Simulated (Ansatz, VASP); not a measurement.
## B24N23: VASP beside Ansatz

```
B N
1.0
     0.00000    0.00000    8.36122
     7.53641   -4.35115    0.00000
     0.00000    8.70230    0.00000
B N
24 23
Direct
  0.00000 0.16667 0.33322
  0.00000 0.66664 0.33330
  0.00000 0.49988 0.49988
  0.00000 0.33330 0.66664
  0.00000 0.16667 0.83345
  0.00000 0.00003 0.50000
  0.00000 0.83333 0.66670
  0.00000 0.66670 0.83333
  0.00000 0.50000 0.00003
  0.00000 0.33322 0.16667
  0.00000 0.00011 0.00011
  0.00000 0.83345 0.16667
  0.50000 0.01199 0.16667
  0.50000 0.50137 0.16667
  0.50000 0.32134 0.32134
  0.50000 0.16667 0.50137
  0.50000 0.00058 0.67034
  0.50000 0.83643 0.33275
  0.50000 0.66299 0.49691
  0.50000 0.49691 0.66299
  0.50000 0.33275 0.83643
  0.50000 0.16667 0.01199
  0.50000 0.83196 0.83196
  0.50000 0.67034 0.00058
  0.00000 0.99999 0.16667
  0.00000 0.49999 0.16667
  0.00000 0.33334 0.33334
  0.00000 0.16667 0.49999
  0.00000 0.00000 0.66667
  0.00000 0.83333 0.33333
  0.00000 0.66666 0.50000
  0.00000 0.50000 0.66666
  0.00000 0.33333 0.83333
  0.00000 0.16667 0.99999
  0.00000 0.83334 0.83334
  0.00000 0.66667 0.00000
  0.50000 0.66862 0.16667
  0.50000 0.49301 0.32838
  0.50000 0.32838 0.49301
  0.50000 0.16667 0.66862
  0.50000 0.00496 0.33130
  0.50000 0.83333 0.50000
  0.50000 0.66472 0.66472
  0.50000 0.50000 0.83333
  0.50000 0.33130 0.00496
  0.50000 0.00203 0.84032
  0.50000 0.84032 0.00203
```

Change from the starting cell: N vacancy (site f), charge +0, atoms relaxed at the host's cell.

Alike in both runs: functional PBE; k mesh 2 × 2 × 2; occupations gaussian, width 0.01 eV; collinear spin.

Ansatz relaxed the structure, and its values are those at the end. VASP's run is a single point on that final structure, the one shown.

```csv
,VASP,Ansatz
version,VASP 6.6.1,Ansatz 0.2.0
potentials or method,"VASP PAW PBE potentials, release 64 (B, N), cutoff 520 eV","scalar-relativistic, plane waves, PAW"
valence electrons in the cell,187,187
```

```tsv
	VASP	Ansatz	Ansatz less VASP
gap on the k mesh at the Fermi level (eV)	none	none	-
rms of the force components (eV/Å)	0.006	0.004	-0.0017
net moment per atom (μB)	0.01	0.01	0.000
size of the moment on the site where the two differ most (μB)	0.05	0.02	-0.028
```

Site moments also hang on the region over which each program counts them. A gap of «none» marks a metal or a gap that the smearing closes.

The k mesh is coarse, so the values compare programs but aren't converged.
